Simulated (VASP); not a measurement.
Write the native input for VASP 6.6.1 that does the following.

- Task: single point
- Functional: LDA
- Potentials or basis: VASP PAW LDA potentials, release 64 (Sr_sv, Sb, Pt)
- Cutoff: 520 eV
- k mesh: 9 × 9 × 7
- Occupations: fermi-dirac, width 0.05 eV
- Spin: no spin polarisation
- Dipole correction: no
- Further INCAR settings: ALGO = Normal; EDIFF = 1e-07; NBANDS = 20

The structure of SrSbPt lies in POSCAR:

```
SrSbPt
1.0
    4.4779455046      0.0000000000      0.0000000000
   -2.2389727523      3.8780145637      0.0000000000
    0.0000000000      0.0000000000      4.3689356038
Sr Sb Pt
1 1 1
Direct
    0.0000000000      0.0000000000      0.0000000000
    0.6666666667      0.3333333333      0.5000000000
    0.3333333333      0.6666666667      0.5000000000
```

One way to write it, as run:

INCAR

```
ALGO = Normal
EDIFF = 1E-7
ENCUT = 520
ISIF = 2
ISMEAR = -1
LASPH = True
LCHARG = False
LREAL = False
LWAVE = False
NBANDS = 20
NELM = 100
PREC = Accurate
SIGMA = 0.05
```

KPOINTS

```
k-points
0
Gamma
  9 9 7
```

Potentials or basis: VASP PAW LDA potentials, release 64 (Sr_sv, Sb, Pt).

Run with:

```sh
$ cat potpaw_LDA.64/Sr_sv/POTCAR potpaw_LDA.64/Sb/POTCAR potpaw_LDA.64/Pt/POTCAR > POTCAR
$ mpirun -np 1 vasp_std > vasp.out
```

Results of the run:

```yaml
Pressure: 0.3 GPa
```

Wall time 48 s on 1 thread of Intel(R) Xeon(R) Platinum 8259CL CPU @ 2.50GHz (Skylake/Cascade Lake) (shared host), peak memory 0.22 GiB.
